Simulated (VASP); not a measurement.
# Ga (C2/c) in VASP: single point with PBEsol

Aim: the single point of Ga with PBEsol.

Everything below comes from runs of VASP 6.6.1. Logs are shortened: lines on timing, memory, paths and dates and some standing lists are left out, and cuts for length are marked.

### Step 1. The cell of the first run

Symmetry: C2/c, No. 15, monoclinic system. The conventional cell has a = 2.742 Å, b = 7.925 Å, c = 3.307 Å, α = 90.00°, β = 94.07°, γ = 90.00°. Within 3.5 Å of Ga (site symmetry 2) lie 10 Ga at 2.69 to 3.31 Å.

### Step 2. Single point, PBEsol

Contents of INCAR:

```
PREC     = Accurate       # precision mode
ENCUT    = 520            # plane-wave cutoff, eV
EDIFF    = 1E-7           # SCF threshold, eV
ISMEAR   = 0              # smearing method
SIGMA    = 0.1            # smearing width, eV
LREAL    = F              # projectors in reciprocal space
LASPH    = T              # aspherical terms in the spheres
NELM     = 100            # most SCF steps
ALGO     = Normal         # electronic algorithm
ISIF     = 2              # what is computed and relaxed
LWAVE    = F              # write WAVECAR
LCHARG   = F              # write CHGCAR
GGA      = PS             # functional
NBANDS   = 20             # bands
```

Contents of KPOINTS:

```
Automatic mesh
0
Gamma
  16 16 12
```

Contents of POSCAR:

```
Ga
1.0
    1.3706252686     -3.9623545968     -0.0245475918
    1.3706252686      3.9623545968     -0.0245475918
   -0.1756059027      0.0000000000      3.3022793792
Ga
2
Direct
    0.8662272230      0.1337727770      0.2500000000
    0.1337727770      0.8662272230      0.7500000000
```

Potentials or basis: VASP PAW PBE potentials, release 64 (Ga_d).

Run with:

```bash
$ cat potpaw_PBE.64/Ga_d/POTCAR > POTCAR
$ mpirun -np 1 vasp_std > vasp.out
```

OUTCAR:

```text
PREC = Accurate
   ENCUT = 520
   EDIFF = 1E-7
   ISMEAR = 0
   LREAL = F
   LASPH = T
   NELM = 100
   ISIF = 2
   GGA = PS

 ion  position               nearest neighbor table
   1  0.866  0.134  0.250-   2 2.69   2 2.69   2 2.77   2 2.77   2 2.89   2 2.89
   2  0.134  0.866  0.750-   1 2.69   1 2.69   1 2.77   1 2.77   1 2.89   1 2.89

  LATTYP: Found a base centered monoclinic cell.
 ALAT       =     2.7416901438
 B/A-ratio  =     2.8904466872
 C/A-ratio  =     1.2061702902
 COS(beta)  =    -0.0709752758

  Lattice vectors:

 A1 = (   1.3706252686,  -3.9623545968,  -0.0245475918)
 A2 = (   1.3706252686,   3.9623545968,  -0.0245475918)
 A3 = (  -0.1756059027,   0.0000000000,   3.3022793792)

Analysis of symmetry for initial positions (statically):
=====================================================================
 Subroutine PRICEL returns:
 Original cell was already a primitive cell.

 Routine SETGRP: Setting up the symmetry group for a
 base centered monoclinic supercell.

 Subroutine GETGRP returns: Found  4 space group operations
 (whereof  2 operations were pure point group operations)
 out of a pool of  4 trial point group operations.

The static configuration has the point symmetry S_2 .
 The point group associated with its full space group is C_2h.

Analysis of symmetry for dynamics (positions and initial velocities):
=====================================================================
 Subroutine PRICEL returns:
 Original cell was already a primitive cell.

 Routine SETGRP: Setting up the symmetry group for a
 base centered monoclinic supercell.

 Subroutine GETGRP returns: Found  4 space group operations
 (whereof  2 operations were pure point group operations)
 out of a pool of  4 trial point group operations.

The dynamic configuration has the point symmetry S_2 .
 The point group associated with its full space group is C_2h.

 Subroutine INISYM returns: Found  4 space group operations
 (whereof  2 operations are pure point group operations),
 and found     1 'primitive' translations

----------------------------------------------------------------------------------------

                                     Primitive cell

  volume of cell :      35.8346

  direct lattice vectors                    reciprocal lattice vectors
     1.370625269 -3.962354597 -0.024547592     0.365144771 -0.126187596  0.019417369
     1.370625269  3.962354597 -0.024547592     0.365144771  0.126187596  0.019417369
    -0.175605903  0.000000000  3.302279379     0.005428629  0.000000000  0.303109817

  length of vectors
     4.192787875  4.192787875  3.306945196     0.386821725  0.386821725  0.303158426

  position of ions in fractional coordinates (direct lattice)
     0.866227223  0.133772777  0.250000000
     0.133772777  0.866227223  0.750000000

  ion indices of the primitive-cell ions
   primitive index   ion index
                 1           1
                 2           2

----------------------------------------------------------------------------------------

 KPOINTS: Automatic mesh

Automatic generation of k-mesh.
 Grid dimensions read from file:
 generate k-points for:   16   16   12

 Generating k-lattice:

  Cartesian coordinates                     Fractional coordinates (reciprocal lattice)
     0.022821548 -0.007886725  0.001213586     0.062500000 -0.000000000  0.000000000
     0.022821548  0.007886725  0.001213586    -0.000000000  0.062500000  0.000000000
     0.000452386  0.000000000  0.025259151     0.000000000  0.000000000  0.083333333

  Length of vectors
     0.024176358  0.024176358  0.025263202

  Shift w.r.t. Gamma in fractional coordinates (k-lattice)
     0.000000000  0.000000000  0.000000000

 Subroutine IBZKPT returns following result:
 ===========================================

 Found    826 irreducible k-points:

 Following reciprocal coordinates:
            Coordinates               Weight
  0.000000  0.000000  0.000000      1.000000
  0.062500 -0.000000  0.000000      4.000000
  0.125000 -0.000000  0.000000      4.000000
  0.187500 -0.000000  0.000000      4.000000
  0.250000 -0.000000  0.000000      4.000000
  0.312500 -0.000000  0.000000      4.000000
[... 16 lines left out ...]
 -0.125000  0.062500 -0.000000      4.000000
 -0.062500  0.062500  0.000000      2.000000
 [... further k-points ...]
   k-points           NKPTS =    826   k-points in BZ     NKDIM =    826   number of bands    NBANDS=     20
   number of dos      NEDOS =    301   number of ions     NIONS =      2
   total plane-waves  NPLWV =  28672
   dimension x,y,z NGX =    32 NGY =   32 NGZ =   28
   dimension x,y,z NGXF=    64 NGYF=   64 NGZF=   56
   ions per type =               2
   NGX,Y,Z   is equivalent  to a cutoff of  12.69, 12.69, 14.08 a.u.
   NGXF,Y,Z  is equivalent  to a cutoff of  25.38, 25.38, 28.15 a.u.
 SYSTEM =  unknown system
   PREC   = accura    normal or accurate (medium, high low for compatibility)
   ISTART =      0    job   : 0-new  1-cont  2-samecut
   ICHARG =      2    charge: 1-file 2-atom 10-const
   ISPIN  =      1    spin polarized calculation?
   LNONCOLLINEAR =      F non collinear calculations
   LSORBIT =      F    spin-orbit coupling
   LASPH  =      T    aspherical Exc in radial PAW
   ENCUT  =  520.0 eV  38.22 Ry    6.18 a.u.   7.80  7.80  6.15*2*pi/ulx,y,z
   NELM   =    100;   NELMIN=  2; NELMDL= -5     # of ELM steps
   EDIFF  = 0.1E-06   stopping-criterion for ELM
   LREAL  =      F    real-space projection
   EDIFFG = 0.1E-05   stopping-criterion for IOM
   NSW    =      0    number of steps for IOM
   IBRION =     -1    ionic relax: 0-MD 1-quasi-New 2-CG
   NFREE  =      0    steps in history (QN), initial steepest desc. (CG)
   ISIF   =      2    stress and relaxation
   ISYM   =      2    0-nonsym 1-usesym 2-fastsym
   POTIM  = 0.5000    time-step for ionic-motion
   TEBEG  =    0.0;   TEEND  =   0.0 temperature during run
   PSTRESS=    0.0 pullay stress
   NELECT =      26.0000    total number of electrons
   NUPDOWN=      -1.0000    fix difference up-down
   EMIN   =  10.00;   EMAX   =-10.00  energy-range for DOS
   EFERMI =   0.00;   METHOD = LEGACY
   ISMEAR =     0;   SIGMA  =   0.10  broadening in eV -4-tet -1-fermi 0-gaus
   EFERMI_NEDOS =   21; number of points for ismear=-14 and -15
   IALGO  =     38    algorithm
   IMIX   =      4    mixing-type and parameters
     AMIX     =   0.40;   BMIX     =  1.00
     AMIX_MAG =   1.60;   BMIX_MAG =  1.00
  volume/ion in A,a.u.               =      17.92       120.91
  Fermi-wavevector in a.u.,A,eV,Ry     =   1.471065  2.779910 29.443454  2.164033
  Thomas-Fermi vector in A             =   2.586246
   LORBIT       =      0    0 simple, 1 ext, 2 COOP (PROOUT), +10 PAW based schemes
   GGA     = PS    functional components
   LHFCALC =     F    Hartree Fock is set to
   AEXX    =    0.0000 exact exchange contribution
   IVDW    =     0    specifies the selected vdW correction
   LEPSILON=     F    determine dielectric tensor
   LRPA    =     F    only Hartree local field effects (RPA)
 non-spin polarized calculation
 Gauss-broadening in eV      SIGMA  =   0.10
  energy-cutoff  :      520.00
  volume of cell :       35.83
 maximum number of plane-waves:       980
   NGX = 15   NGY = 15   NGZ = 13

 number of electron      25.9999997 magnetization

 Free energy of the ion-electron system (eV)
  ---------------------------------------------------
  ext. energy  EPLUGINS =         0.00000000
  ---------------------------------------------------
  free energy    TOTEN  =        -6.68688110 eV

  energy without entropy =       -6.68396715  energy(sigma->0) =       -6.68542413

 E-fermi :   5.8639     XC(G=0): -11.3707

 val. band max:        5.8623010905   @ k =  -0.0625  -0.3750   0.4167
 cond. band min:       5.8693103655   @ k =  -0.1875  -0.1875   0.2500
 fundamental gap:      0.0070092751
 Fermi energy:         5.8639456636

 k-point     1 :       0.0000    0.0000    0.0000
  band No.  band energies     occupation
      1      -9.3235      2.00000
      2      -9.3230      2.00000
      3      -9.2637      2.00000
      4      -9.2634      2.00000
      5      -8.9679      2.00000
      6      -8.9654      2.00000
[... 12 lines left out ...]
     19      16.8791      0.00000
     20      19.2251      0.00000

 k-point     2 :       0.0625   -0.0000    0.0000
  band No.  band energies     occupation
      1      -9.3203      2.00000
      2      -9.3149      2.00000
      3      -9.2610      2.00000
      4      -9.2411      2.00000
      5      -8.9756      2.00000
      6      -8.9715      2.00000
[... 12 lines left out ...]
     19      17.1292      0.00000
     20      19.8331      0.00000

 k-point     3 :       0.1250   -0.0000    0.0000
  band No.  band energies     occupation
      1      -9.3107      2.00000
      2      -9.2954      2.00000
      3      -9.2371      2.00000
      4      -9.1932      2.00000
      5      -8.9981      2.00000
      6      -8.9894      2.00000
[... 12 lines left out ...]
     19      17.2627      0.00000
     20      20.3410      0.00000

 k-point     4 :       0.1875   -0.0000    0.0000
  band No.  band energies     occupation
      1      -9.2970      2.00000
      2      -9.2710      2.00000
      3      -9.1985      2.00000
      4      -9.1307      2.00000
      5      -9.0316      2.00000
      6      -9.0137      2.00000
[... 12 lines left out ...]
     19      17.4028      0.00000
     20      20.9702      0.00000

 k-point     5 :       0.2500   -0.0000    0.0000
  band No.  band energies     occupation
      1      -9.2820      2.00000
      2      -9.2463      2.00000
      3      -9.1604      2.00000
      4      -9.1038      2.00000
      5      -9.0709      2.00000
      6      -8.9980      2.00000
[... 12 lines left out ...]
     19      17.5623      0.00000
     20      20.2436      0.00000
[... 353 lines left out ...]
      6      -9.0280      2.00000
[... 12 lines left out ...]
     19      16.8192      0.00000
     20      21.3228      0.00000

 k-point    22 :      -0.1875    0.0625    0.0000
  band No.  band energies     occupation
      1      -9.2982      2.00000
      2      -9.2913      2.00000
      3      -9.2513      2.00000
      4      -9.1707      2.00000
      5      -9.0091      2.00000
      6      -9.0044      2.00000
[... 12 lines left out ...]
     19      16.7762      0.00000
     20      21.2836      0.00000

 k-point    23 :      -0.1250    0.0625   -0.0000
  band No.  band energies     occupation
      1      -9.3167      2.00000
      2      -9.3107      2.00000
      3      -9.2731      2.00000
      4      -9.2193      2.00000
      5      -8.9852      2.00000
      6      -8.9810      2.00000
[... 12 lines left out ...]
     19      16.8398      0.00000
     20      19.7521      0.00000

 k-point    24 :      -0.0625    0.0625    0.0000
  band No.  band energies     occupation
      1      -9.3243      2.00000
      2      -9.3188      2.00000
      3      -9.2784      2.00000
      4      -9.2432      2.00000
      5      -8.9728      2.00000
      6      -8.9708      2.00000
[... 12 lines left out ...]
     19      16.9538      0.00000
     20      18.6676      0.00000

 [... further k-points ...]
[... 5 lines left out ...]
  --------------------------------------------------------------------------------------
  -------------------------------------------------------------------------------------
  Total        0.0185396      0.0229178      0.0205293      0.0000000      0.0000000     -0.0020934
  in kB        0.8289121      1.0246649      0.9178728      0.0000000      0.0000000     -0.0935969
  external PRESSURE =       0.9238166 kB  Pullay stress =       0.0000000 kB

 VOLUME and BASIS-vectors are now :
 -----------------------------------------------------------------------------
  energy-cutoff  :      520.00
  volume of cell :       35.83
      direct lattice vectors                 reciprocal lattice vectors
     1.370625269 -3.962354597 -0.024547592     0.365144771 -0.126187596  0.019417369
     1.370625269  3.962354597 -0.024547592     0.365144771  0.126187596  0.019417369
    -0.175605903  0.000000000  3.302279379     0.005428629  0.000000000  0.303109817

 POSITION                                       TOTAL-FORCE (eV/Angst)
 -----------------------------------------------------------------------------------
      1.32672     -2.90224      0.80102         0.000000     -0.001780      0.000000
      1.23892      2.90224      2.45216        -0.000000      0.001780     -0.000000
 -----------------------------------------------------------------------------------
    total drift:                                0.000000      0.000000     -0.000000

  FREE ENERGIE OF THE ION-ELECTRON SYSTEM (eV)
  ---------------------------------------------------
  free  energy   TOTEN  =        -6.6868811020 eV

  energy  without entropy=       -6.6839671487  energy(sigma->0) =       -6.68542413
```

Run time: 11 min. Hardware: 1 thread of Intel Xeon Platinum 8488C (Sapphire Rapids), shared host; peak memory 0.55 GiB.

What came out:

| Property | Result |
| --- | --- |
| Free energy | -6.6869 eV |
| Pressure | 0.1 GPa |
| Band gap on the k mesh | zero (band 13 reaches 9.91 eV, above the bottom of band 14 at 1.30 eV) |

Levels at points of the mesh, in eV from the Fermi level:
| k point | band 9 | band 10 | band 11 | band 12 | band 13 | band 14 | band 15 | band 16 | band 17 | band 18 |
| --- | --- | --- | --- | --- | --- | --- | --- | --- | --- | --- |
| (0.00, 0.00, 0.00) | -14.76 | -14.62 | -11.56 | -2.14 | -1.47 | 1.53 | 5.38 | 9.74 | 10.45 | 10.80 |
| (0.50, 0.00, 0.00) | -14.69 | -14.65 | -6.15 | -5.28 | -1.45 | 0.13 | 5.52 | 7.16 | 8.06 | 9.56 |
| (0.50, 0.50, 0.00) | -14.73 | -14.69 | -9.47 | -8.68 | 3.84 | 4.77 | 5.94 | 6.20 | 7.65 | 11.18 |
| (0.00, 0.00, 0.50) | -14.69 | -14.69 | -8.02 | -8.02 | 1.68 | 1.68 | 2.64 | 2.64 | 11.66 | 11.66 |
| (0.50, 0.00, 0.50) | -14.65 | -14.65 | -3.12 | -3.03 | -1.74 | -1.37 | 1.52 | 2.62 | 4.12 | 5.04 |
| (0.50, 0.50, 0.50) | -14.77 | -14.77 | -6.15 | -6.15 | -4.56 | -4.56 | 10.75 | 10.75 | 12.29 | 12.29 |

Caveat: the PAW data sets were made with another functional, which shifts forces and pressure a little.
